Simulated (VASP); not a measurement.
O: single point with HSE06

Crystal: O.

```
O
1.0
     4.04225    0.00000   -0.05113
     0.00000    4.02616    0.00000
    -1.06459    0.00000    2.79144
O
4
Direct
  0.33986 0.68420 0.67023
  0.66014 0.68420 0.82977
  0.66014 0.31580 0.32977
  0.33986 0.31580 0.17023
```

| Property | Result |
| --- | --- |
| Program | VASP 6.6.1 |
| Task | single point |
| Functional | HSE06 |
| Potentials or basis | VASP PAW PBE potentials, release 64 (O) |
| Cutoff | 520 eV |
| k mesh | 4 × 4 × 4 |
| Occupations | gaussian, width 0.01 eV |
| Spin | no spin polarisation |
| Dipole correction | no |
| Grid for exact exchange (PRECFOCK) | Normal |
| Further INCAR settings | ALGO = Normal; EDIFF = 1e-07; NBANDS = 20 |
| Share of exact exchange | 0.25 |
| Screening parameter | 0.2079 1/Å |

```json
{
 "Pressure": "1.1 GPa",
 "Largest force": "0.425 eV/Å",
 "Band gap on the k mesh": "1.71 eV (least direct gap 1.75 eV)"
}
```

Forces in eV/Å, atoms in the order of the input:
```
O   -0.227 -0.348 -0.087
O    0.227 -0.348  0.087
O    0.227  0.348  0.087
O   -0.227  0.348 -0.087
```

Stress tensor (GPa, compression positive):
```
 4.04  0.00  1.68
 0.00 -1.06  0.00
 1.68  0.00  0.27
```

Levels at points of the mesh, in eV from the valence-band top:
```tsv
k point	band 9	band 10	band 11	band 12	band 13	band 14	band 15	band 16
(0.00, 0.00, 0.00)	-5.33	-5.25	-0.66	-0.57	2.83	2.86	10.39	13.71
(0.50, 0.00, 0.00)	-5.41	-5.35	-1.21	-0.17	2.87	3.07	8.71	11.46
(0.00, 0.50, 0.00)	-5.81	-5.57	-0.41	0.00	2.05	2.62	11.43	13.77
(0.50, 0.50, 0.00)	-5.85	-5.67	-0.19	-0.04	1.71	2.88	9.77	11.04
(0.00, 0.00, 0.50)	-5.68	-5.68	-1.12	-1.12	2.61	2.61	11.87	11.87
(0.50, 0.00, 0.50)	-5.68	-5.68	-1.12	-1.12	2.61	2.61	11.86	11.86
(0.00, 0.50, 0.50)	-4.98	-4.98	-1.67	-1.67	3.29	3.29	12.03	12.03
(0.50, 0.50, 0.50)	-4.98	-4.98	-1.68	-1.68	3.29	3.29	12.02	12.02
```

Run time: 47 min on 1 thread of Intel Xeon 8259CL, on a shared host, peak memory 0.27 GiB.

Caveat: the k points lie up to 0.57 Å⁻¹ apart; the standard files for N, O and F lose accuracy on very short bonds; spin is off for a triplet molecule; this functional lacks dispersion, which holds the molecules together, so the pressure and a relaxed volume are unreliable; the PAW data sets were made with another functional, which shifts forces and pressure a little. A k mesh can miss the band edges.
